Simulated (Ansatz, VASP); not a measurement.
**Sb in VASP and in Ansatz**

```
Sb
1.0
     0.00000    2.33029    2.33029
     2.33029    0.00000    2.33029
     2.33029    2.33029    0.00000
Sb
1
Direct
  0.00000 0.00000 0.00000
```

Change from the starting cell: volume scaled by 0.92, LAPW.

Alike in both runs: task single point; functional PBE; k mesh 15 × 15 × 15; occupations fermi-dirac, width 0.08 eV; no spin polarisation.

```csv
,VASP,Ansatz
version,VASP 6.6.1,Ansatz 0.2.0
potentials or method,"VASP PAW PBE potentials, release 64 (Sb), cutoff 520 eV","all-electron LAPW, scalar-relativistic"
```

```csv
,VASP,Ansatz,Ansatz less VASP
pressure (GPa),5.8,5.9,+0.14
```

Ansatz ran all-electron here, and VASP with PAW potentials.

Spin-orbit coupling is off throughout.
